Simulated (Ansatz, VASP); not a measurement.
# Cr: VASP beside Ansatz

File POSCAR:

```
Cr
1.0
   -1.4419500000      1.4419500000      1.4419500000
    1.4419500000     -1.4419500000      1.4419500000
    1.4419500000      1.4419500000     -1.4419500000
Cr
1
Direct
    0.0000000000      0.0000000000      0.0000000000
```

File INCAR.step1:

```
SYSTEM = Cr
PREC = Accurate ; ENCUT = 600
ISMEAR = -1 ; SIGMA = 0.1
LREAL = .FALSE. ; LASPH = .TRUE.
NELM = 80 ; GGA = PE
ALGO = Normal ; EDIFF = 1E-4
LWAVE = .TRUE. ; LCHARG = .FALSE.
```

File INCAR.step2:

```
SYSTEM = Cr
PREC = Accurate ; ENCUT = 600
EDIFF = 1E-7 ; ISMEAR = -1
SIGMA = 0.1 ; LREAL = .FALSE.
LASPH = .TRUE. ; NELM = 80
ALGO = Normal ; ISIF = 3
LWAVE = .FALSE. ; LCHARG = .FALSE.
METAGGA = R2SCAN ; LMIXTAU = .TRUE.
IBRION = 2 ; NSW = 80
EDIFFG = -0.01 ; ISTART = 1
```

File KPOINTS:

```
Automatic mesh
0
G
  15 15 15
  0 0 0
```

Input for Ansatz:

```yaml
crystal:
  lattice:
    - [-1.44195, 1.44195, 1.44195]
    - [1.44195, -1.44195, 1.44195]
    - [1.44195, 1.44195, -1.44195]
  atoms:
    - { symbol: Cr, position: [0.0, 0.0, 0.0] }
hamiltonian:
  xc: r2scan
  pseudopotentials:
    kind: paw
    azcp:
      Cr: "pseudopotentials/Cr.paw.azcp"
basis:
  ecutwfc: 500
  fft_grid_basis: typed
kpoints:
  mp_grid: { grid: [15, 15, 15], shift: [0, 0, 0] }
magnetization:
  spin_polarized: false
scf:
  occupations: { method: fermi_dirac, width: 0.1 }
relax:
  max_steps: 60
  f_tol: 0.01
  cell: {}
```

Alike in both runs: task relaxation of cell and atoms; functional r2SCAN; k mesh 15 × 15 × 15; occupations fermi-dirac, width 0.1 eV; no spin polarisation.

```csv
,VASP,Ansatz
version,VASP 6.6.1,Ansatz 0.2.0
potentials or method,"VASP PAW PBE potentials, release 64 (Cr_pv), cutoff 600 eV","plane waves (500 eV) with PAW, scalar-relativistic"
valence electrons in the cell,12,14
```

Ansatz gave:

* relaxed volume (Å³/atom): 11.33
* relaxed length of the cell vector where the two differ most in proportion (Å): 2.451

Problem. What did VASP give for the same quantities?

Solution. Relaxed volume (Å³/atom): 11.35; relaxed length of the cell vector where the two differ most in proportion (Å): 2.452.

VASP's potentials were made for PBE, not for r2SCAN. VASP's potentials hold 12 valence electrons a cell and Ansatz's 14, so a difference there can come from the potentials and not from the codes.
